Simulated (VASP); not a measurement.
# As: single point with PBE

Slab: As, a slab with vacuum.

```
As
1.0
     3.78600    0.00000    0.00000
    -1.89300    3.27877    0.00000
     0.00000    0.00000   28.00000
As
2
Direct
  0.33333 0.66667 0.51064
  0.66667 0.33333 0.48936
```

| Quantity | Value |
| --- | --- |
| Program | VASP 6.6.1 |
| Task | single point |
| Functional | PBE |
| Potentials or basis | VASP PAW PBE potentials, release 64 (As) |
| Cutoff | 520 eV |
| k mesh | 9 × 9 × 1 |
| Occupations | gaussian, width 0.02 eV |
| Spin | no spin polarisation |

```json
{
 "Largest force": "2.852 eV/Å",
 "Band gap on the k mesh": "zero (band 5 reaches -3.01 eV, above the bottom of band 6 at -3.63 eV)"
}
```

Forces in eV/Å, atoms in the order of the input:
```
As   0.000  0.000  2.852
As   0.000  0.000 -2.852
```

Levels at points of the mesh, in eV from the Fermi level:
```csv
k point,band 2,band 3,band 4,band 5,band 6,band 7,band 8,band 9
"(0.00, 0.00, 0.00)",-6.07,-3.68,-3.68,-2.29,1.16,1.65,1.65,3.89
```

Run time: 44 s on 1 thread of Intel(R) Xeon(R) 6975P-C (Granite Rapids) (shared host), peak memory 0.37 GiB.
